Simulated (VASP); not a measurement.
# Rh (P6_3/mmc) in VASP: notebook, part 2 of 2

VASP 6.6.1. The steps go on from the part before.

## 3. Single point, LDA

This run uses another cell than the first one, of 15.18 Å³/atom.

File INCAR:

```
SYSTEM = Rh
PREC = Accurate
ENCUT = 520
EDIFF = 1E-7
ISMEAR = 0
SIGMA = 0.15
LREAL = .FALSE.
LASPH = .TRUE.
NELM = 80
ALGO = Fast
ISIF = 2
LWAVE = .FALSE.
LCHARG = .TRUE.
GGA = CA
LELF = .TRUE.
LVHAR = .TRUE.
NBANDS = 38
```

File KPOINTS:

```
Automatic mesh
0
G
  18 18 6
  0 0 0
```

File POSCAR:

```
Rh
1.0
    2.7370000000      0.0000000000      0.0000000000
   -1.3685000000      2.3703115302      0.0000000000
    0.0000000000      0.0000000000      9.3602000000
Rh
4
Direct
    0.0000000000      0.0000000000      0.0000000000
    0.3333333333      0.6666666667      0.2500000000
    0.0000000000      0.0000000000      0.5000000000
    0.6666666667      0.3333333333      0.7500000000
```

Potentials or basis: VASP PAW LDA potentials, release 64 (Rh_pv).

On the command line:

```sh
cat potpaw_LDA.64/Rh_pv/POTCAR > POTCAR
mpirun -np 1 vasp_std > vasp.out
```

OUTCAR:

```text
SYSTEM = Rh
   PREC = Accurate
   ENCUT = 520
   EDIFF = 1E-7
   ISMEAR = 0
   LREAL = .FALSE.
   LASPH = .TRUE.
   NELM = 80
   ISIF = 2
   GGA = CA

 ion  position               nearest neighbor table
   1  0.000  0.000  0.000-   2 2.82   4 2.82   4 2.82   2 2.82   4 2.82   2 2.82
   2  0.333  0.667  0.250-   1 2.82   3 2.82   1 2.82   3 2.82   1 2.82   3 2.82
   3  0.000  0.000  0.500-   2 2.82   4 2.82   4 2.82   2 2.82   4 2.82   2 2.82
   4  0.667  0.333  0.750-   1 2.82   3 2.82   1 2.82   3 2.82   1 2.82   3 2.82

  LATTYP: Found a hexagonal cell.
 ALAT       =     2.7370000000
 C/A-ratio  =     3.4198757764

  Lattice vectors:

 A1 = (   2.7370000000,   0.0000000000,   0.0000000000)
 A2 = (  -1.3685000000,   2.3703115302,   0.0000000000)
 A3 = (   0.0000000000,   0.0000000000,   9.3602000000)

Analysis of symmetry for initial positions (statically):
=====================================================================
 Subroutine PRICEL returns:
 Original cell was already a primitive cell.

 Routine SETGRP: Setting up the symmetry group for a
 hexagonal supercell.

 Subroutine GETGRP returns: Found 24 space group operations
 (whereof 12 operations were pure point group operations)
 out of a pool of 24 trial point group operations.

The static configuration has the point symmetry D_3d.
 The point group associated with its full space group is D_6h.

Analysis of symmetry for dynamics (positions and initial velocities):
=====================================================================
 Subroutine PRICEL returns:
 Original cell was already a primitive cell.

 Routine SETGRP: Setting up the symmetry group for a
 hexagonal supercell.

 Subroutine GETGRP returns: Found 24 space group operations
 (whereof 12 operations were pure point group operations)
 out of a pool of 24 trial point group operations.

The dynamic configuration has the point symmetry D_3d.
 The point group associated with its full space group is D_6h.

 Subroutine INISYM returns: Found 24 space group operations
 (whereof 12 operations are pure point group operations),
 and found     1 'primitive' translations

----------------------------------------------------------------------------------------

                                     Primitive cell

  volume of cell :      60.7247

  direct lattice vectors                    reciprocal lattice vectors
     2.737000000  0.000000000  0.000000000     0.365363537  0.210942736  0.000000000
    -1.368500000  2.370311530  0.000000000     0.000000000  0.421885473  0.000000000
     0.000000000  0.000000000  9.360200000     0.000000000  0.000000000  0.106835324

  length of vectors
     2.737000000  2.737000000  9.360200000     0.421885473  0.421885473  0.106835324

  position of ions in fractional coordinates (direct lattice)
     0.000000000  0.000000000  0.000000000
     0.333333333  0.666666667  0.250000000
     0.000000000  0.000000000  0.500000000
     0.666666667  0.333333333  0.750000000

  ion indices of the primitive-cell ions
   primitive index   ion index
                 1           1
                 2           2
                 3           3
                 4           4

----------------------------------------------------------------------------------------

 KPOINTS: Automatic mesh

Automatic generation of k-mesh.
 Grid dimensions read from file:
 generate k-points for:   18   18    6

 Generating k-lattice:

  Cartesian coordinates                     Fractional coordinates (reciprocal lattice)
     0.020297974  0.011719041  0.000000000     0.055555556 -0.000000000  0.000000000
     0.000000000  0.023438082  0.000000000     0.000000000  0.055555556  0.000000000
     0.000000000  0.000000000  0.017805887     0.000000000  0.000000000  0.166666667

  Length of vectors
     0.023438082  0.023438082  0.017805887

  Shift w.r.t. Gamma in fractional coordinates (k-lattice)
     0.000000000  0.000000000  0.000000000

 Subroutine IBZKPT returns following result:
 ===========================================

 Found    148 irreducible k-points:

 Following reciprocal coordinates:
            Coordinates               Weight
  0.000000  0.000000  0.000000      1.000000
  0.055556  0.000000  0.000000      6.000000
  0.111111  0.000000  0.000000      6.000000
  0.166667  0.000000  0.000000      6.000000
  0.222222  0.000000  0.000000      6.000000
  0.277778  0.000000  0.000000      6.000000
[... 16 lines left out ...]
  0.333333  0.111111  0.000000     12.000000
  0.388889  0.111111  0.000000     12.000000
 [... further k-points ...]
   k-points           NKPTS =    148   k-points in BZ     NKDIM =    148   number of bands    NBANDS=     38
   number of dos      NEDOS =    301   number of ions     NIONS =      4
   total plane-waves  NPLWV =  28000
   dimension x,y,z NGX =    20 NGY =   20 NGZ =   70
   dimension x,y,z NGXF=    40 NGYF=   40 NGZF=  140
   ions per type =               4
   NGX,Y,Z   is equivalent  to a cutoff of  12.15, 12.15, 12.43 a.u.
   NGXF,Y,Z  is equivalent  to a cutoff of  24.30, 24.30, 24.87 a.u.
 SYSTEM =  Rh
   PREC   = accura    normal or accurate (medium, high low for compatibility)
   ISTART =      0    job   : 0-new  1-cont  2-samecut
   ICHARG =      2    charge: 1-file 2-atom 10-const
   ISPIN  =      1    spin polarized calculation?
   LNONCOLLINEAR =      F non collinear calculations
   LSORBIT =      F    spin-orbit coupling
   LASPH  =      T    aspherical Exc in radial PAW
   ENCUT  =  520.0 eV  38.22 Ry    6.18 a.u.   5.09  5.09 17.40*2*pi/ulx,y,z
   NELM   =     80;   NELMIN=  2; NELMDL= -5     # of ELM steps
   EDIFF  = 0.1E-06   stopping-criterion for ELM
   LREAL  =      F    real-space projection
   EDIFFG = 0.1E-05   stopping-criterion for IOM
   NSW    =      0    number of steps for IOM
   IBRION =     -1    ionic relax: 0-MD 1-quasi-New 2-CG
   NFREE  =      0    steps in history (QN), initial steepest desc. (CG)
   ISIF   =      2    stress and relaxation
   ISYM   =      2    0-nonsym 1-usesym 2-fastsym
   POTIM  = 0.5000    time-step for ionic-motion
   TEBEG  =    0.0;   TEEND  =   0.0 temperature during run
   PSTRESS=    0.0 pullay stress
   NELECT =      60.0000    total number of electrons
   NUPDOWN=      -1.0000    fix difference up-down
   EMIN   =  10.00;   EMAX   =-10.00  energy-range for DOS
   EFERMI =   0.00;   METHOD = LEGACY
   ISMEAR =     0;   SIGMA  =   0.15  broadening in eV -4-tet -1-fermi 0-gaus
   EFERMI_NEDOS =   21; number of points for ismear=-14 and -15
   IALGO  =     68    algorithm
   IMIX   =      4    mixing-type and parameters
     AMIX     =   0.40;   BMIX     =  1.00
     AMIX_MAG =   1.60;   BMIX_MAG =  1.00
  volume/ion in A,a.u.               =      15.18       102.45
  Fermi-wavevector in a.u.,A,eV,Ry     =   1.630560  3.081312 36.174164  2.658726
  Thomas-Fermi vector in A             =   2.722841
   LORBIT       =      0    0 simple, 1 ext, 2 COOP (PROOUT), +10 PAW based schemes
   GGA     = CA    functional components
   LHFCALC =     F    Hartree Fock is set to
   AEXX    =    0.0000 exact exchange contribution
   IVDW    =     0    specifies the selected vdW correction
   LEPSILON=     F    determine dielectric tensor
   LRPA    =     F    only Hartree local field effects (RPA)
 non-spin polarized calculation
 RMM-DIIS sequential band-by-band and
 Gauss-broadening in eV      SIGMA  =   0.15
  energy-cutoff  :      520.00
  volume of cell :       60.72
 maximum number of plane-waves:      1655
   NGX = 11   NGY = 11   NGZ = 35

 number of electron      59.9999993 magnetization

 Free energy of the ion-electron system (eV)
  ---------------------------------------------------
  ext. energy  EPLUGINS =         0.00000000
  ---------------------------------------------------
  free energy    TOTEN  =       -33.81775262 eV

  energy without entropy =      -33.74229779  energy(sigma->0) =      -33.78002521

 E-fermi :   9.9727     XC(G=0): -13.7268

 val. band max:        9.9692291636   @ k =   0.1667   0.1111   0.0000
 cond. band min:       9.9749717707   @ k =   0.3333   0.2778   0.5000
 fundamental gap:      0.0057426071
 Fermi energy:         9.9726956319

 k-point     1 :       0.0000    0.0000    0.0000
  band No.  band energies     occupation
      1     -36.4860      2.00000
      2     -36.2607      2.00000
      3     -36.2536      2.00000
      4     -36.0835      2.00000
      5     -36.0835      2.00000
      6     -36.0603      2.00000
[... 30 lines left out ...]
     37      16.9183      0.00000
     38      23.2725      0.00000
[... 941 lines left out ...]
     37      18.6060      0.00000
     38      18.6711      0.00000

 [... further k-points ...]
[... 5 lines left out ...]
  --------------------------------------------------------------------------------------
  -------------------------------------------------------------------------------------
  Total       -9.7113429     -9.7113429    -13.6800535      0.0000000      0.0000000      0.0000000
  in kB     -256.2267778   -256.2267778   -360.9383465      0.0000000      0.0000000      0.0000000
  external PRESSURE =    -291.1306341 kB  Pullay stress =       0.0000000 kB

 VOLUME and BASIS-vectors are now :
 -----------------------------------------------------------------------------
  energy-cutoff  :      520.00
  volume of cell :       60.72
      direct lattice vectors                 reciprocal lattice vectors
     2.737000000  0.000000000  0.000000000     0.365363537  0.210942736  0.000000000
    -1.368500000  2.370311530  0.000000000     0.000000000  0.421885473  0.000000000
     0.000000000  0.000000000  9.360200000     0.000000000  0.000000000  0.106835324

 POSITION                                       TOTAL-FORCE (eV/Angst)
 -----------------------------------------------------------------------------------
      0.00000      0.00000      0.00000        -0.000000     -0.000000      0.000000
     -0.00000      1.58021      2.34005         0.000000     -0.000000      0.000000
      0.00000      0.00000      4.68010        -0.000000     -0.000000      0.000000
      1.36850      0.79010      7.02015        -0.000000      0.000000      0.000000
 -----------------------------------------------------------------------------------
    total drift:                                0.000000     -0.000000      0.000000

  FREE ENERGIE OF THE ION-ELECTRON SYSTEM (eV)
  ---------------------------------------------------
  free  energy   TOTEN  =       -33.8177526221 eV

  energy  without entropy=      -33.7422977912  energy(sigma->0) =      -33.78002521
```

stdout:

```text
POSCAR found type information on POSCAR Rh
 POSCAR found :  1 types and       4 ions
 scaLAPACK will be used
 LDA part: xc-table for (Slater(with rela. corr.)+CA(PZ))
 , standard interpolation
 POSCAR, INCAR and KPOINTS ok, starting setup
 FFT: planning ... GRIDC
 FFT: planning ... GRID_SOFT
 FFT: planning ... GRID
 WAVECAR not read
 entering main loop
```

Run time: 2.9 min. Hardware: 1 thread of AMD EPYC 9R45 (Zen 5), shared host; peak memory 0.29 GiB.

What came out:

```yaml
Free_energy: -33.8178 eV
Pressure: -29.1 GPa
Band_gap_on_the_k_mesh: zero (bands 30 and 31 overlap by 1.72 eV)
```

Caveat: the stress differs along the axes, from -36 to -26 GPa.

## 4. Single point, LDA

This run uses another cell than the first one, of 13.25 Å³/atom.

INCAR, as its differences from that of step 3:

```diff
@@ -3,3 +3,3 @@
 ENCUT = 520
-EDIFF = 1E-7
+EDIFF = 1E-6
 ISMEAR = 0
@@ -8,4 +8,4 @@
 LASPH = .TRUE.
-NELM = 80
-ALGO = Fast
+NELM = 100
+ALGO = Normal
 ISIF = 2
```

KPOINTS is that of step 3.

File POSCAR:

```
Rh
1.0
    2.6572578348      0.0000000000      0.0000000000
   -1.3286289174      2.3012527894      0.0000000000
    0.0000000000      0.0000000000      8.6668814394
Rh
4
Direct
    0.0000000000      0.0000000000      0.0000000000
    0.3333333333      0.6666666667      0.2500000000
    0.0000000000      0.0000000000      0.5000000000
    0.6666666667      0.3333333333      0.7500000000
```

Potentials or basis: VASP PAW LDA potentials, release 64 (Rh_pv).

On the command line:

```sh
cat potpaw_LDA.64/Rh_pv/POTCAR > POTCAR
mpirun -np 1 vasp_std > vasp.out
```

OUTCAR:

```text
SYSTEM = Rh
   PREC = Accurate
   ENCUT = 520
   EDIFF = 1E-6
   ISMEAR = 0
   LREAL = .FALSE.
   LASPH = .TRUE.
   NELM = 100
   ISIF = 2
   GGA = CA

 ion  position               nearest neighbor table
   1  0.000  0.000  0.000-   2 2.65   4 2.65   4 2.65   2 2.65   4 2.65   2 2.65
   2  0.333  0.667  0.250-   1 2.65   3 2.65   1 2.65   3 2.65   1 2.65   3 2.65
   3  0.000  0.000  0.500-   2 2.65   4 2.65   4 2.65   2 2.65   4 2.65   2 2.65
   4  0.667  0.333  0.750-   1 2.65   3 2.65   1 2.65   3 2.65   1 2.65   3 2.65

  LATTYP: Found a hexagonal cell.
 ALAT       =     2.6572578348
[... 1179 lines left out ...]

 [... further k-points ...]
[... 5 lines left out ...]
  --------------------------------------------------------------------------------------
  -------------------------------------------------------------------------------------
  Total        0.2902879      0.2902879      0.2846321      0.0000000      0.0000000      0.0000000
  in kB        8.7756368      8.7756368      8.6046573      0.0000000      0.0000000      0.0000000
  external PRESSURE =       8.7186436 kB  Pullay stress =       0.0000000 kB

 VOLUME and BASIS-vectors are now :
 -----------------------------------------------------------------------------
  energy-cutoff  :      520.00
  volume of cell :       53.00
      direct lattice vectors                 reciprocal lattice vectors
     2.657257835  0.000000000  0.000000000     0.376327802  0.217272958  0.000000000
    -1.328628917  2.301252789  0.000000000     0.000000000  0.434545915  0.000000000
     0.000000000  0.000000000  8.666881439     0.000000000  0.000000000  0.115381756

 POSITION                                       TOTAL-FORCE (eV/Angst)
 -----------------------------------------------------------------------------------
      0.00000      0.00000      0.00000         0.000000      0.000000     -0.000000
     -0.00000      1.53417      2.16672        -0.000000     -0.000000     -0.000000
      0.00000      0.00000      4.33344         0.000000      0.000000     -0.000000
      1.32863      0.76708      6.50016         0.000000      0.000000      0.000000
 -----------------------------------------------------------------------------------
    total drift:                                0.000000     -0.000000      0.000000

  FREE ENERGIE OF THE ION-ELECTRON SYSTEM (eV)
  ---------------------------------------------------
  free  energy   TOTEN  =       -34.6825638056 eV

  energy  without entropy=      -34.6227423125  energy(sigma->0) =      -34.65265306
```

OSZICAR:

```text
N       E                     dE             d eps       ncg     rms          rms(c)
DAV:   1     0.775504379209E+03    0.77550E+03   -0.36564E+04 11392   0.184E+03
DAV:   2    -0.111812114763E+02   -0.78669E+03   -0.76472E+03 11838   0.578E+02
DAV:   3    -0.366881029552E+02   -0.25507E+02   -0.24925E+02 12384   0.115E+02
DAV:   4    -0.369209819258E+02   -0.23288E+00   -0.23274E+00 12470   0.112E+01
DAV:   5    -0.369251245702E+02   -0.41426E-02   -0.41426E-02 12474   0.149E+00    0.234E+01
DAV:   6    -0.347950992439E+02    0.21300E+01   -0.63093E+00 12286   0.191E+01    0.810E+00
DAV:   7    -0.347227248266E+02    0.72374E-01   -0.29289E-01 12436   0.511E+00    0.349E+00
DAV:   8    -0.347571039007E+02   -0.34379E-01   -0.60277E-01 12058   0.860E+00    0.309E+00
DAV:   9    -0.346828367334E+02    0.74267E-01   -0.24824E-01 12058   0.477E+00    0.572E-01
DAV:  10    -0.346825829258E+02    0.25381E-03   -0.46206E-03 12100   0.529E-01    0.573E-02
DAV:  11    -0.346825612025E+02    0.21723E-04   -0.15940E-04 12848   0.116E-01    0.213E-02
DAV:  12    -0.346825640993E+02   -0.28968E-05   -0.22912E-05 12298   0.535E-02    0.537E-03
DAV:  13    -0.346825638056E+02    0.29374E-06   -0.73170E-07  6602   0.948E-03
   1 F= -.34682564E+02 E0= -.34652653E+02  d E =-.598215E-01
```

Run time: 2 min. Hardware: 1 thread of AMD EPYC 9R45 (Zen 5), shared host; peak memory 0.27 GiB.

Results:

| Quantity | Value |
| --- | --- |
| Free energy | -34.6826 eV |
| Pressure | 0.9 GPa |
| Band gap on the k mesh | zero (bands 30 and 31 overlap by 2.14 eV) |

Levels at points of the mesh, in eV from the Fermi level:
```csv
k point,band 27,band 28,band 29,band 30,band 31,band 32,band 33,band 34
"(0.00, 0.00, 0.00)",-2.82,-1.55,-1.55,-0.92,-0.92,-0.37,-0.37,0.46
"(0.50, 0.00, 0.00)",0.59,0.64,0.70,0.88,0.89,0.92,1.18,2.25
"(0.00, 0.00, 0.50)",-1.24,-1.24,-1.22,-1.22,-1.22,-1.22,0.08,0.08
"(0.50, 0.00, 0.50)",-0.12,-0.12,0.62,0.62,0.86,0.86,2.95,2.95
```

## 5. Overview

| cell | gap on the mesh (eV) | pressure (GPa) |
| --- | --- | --- |
| a = 2.710, b = 2.710, c = 9.360 Å, angles 90.0, 90.0, 120.0°, 4 atoms | none | -25.8 |
| a = 2.737, b = 2.737, c = 9.360 Å, angles 90.0, 90.0, 120.0°, 4 atoms | none | -29.1 |
| a = 2.657, b = 2.657, c = 8.667 Å, angles 90.0, 90.0, 120.0°, 4 atoms | none | 0.9 |

Alike in all rows: task single point; level LDA; potentials or basis VASP PAW LDA potentials, release 64 (Rh_pv); no spin polarisation; k mesh 18 × 18 × 6; cutoff (eV) 520; smearing gaussian 0.15 eV.

Caveats: the stress differs along the axes, from -35 to -21 GPa (at least some runs); the stress differs along the axes, from -36 to -26 GPa (at least some runs).

Total energies depend on the potentials used, so only differences within one code and one set of settings carry meaning.
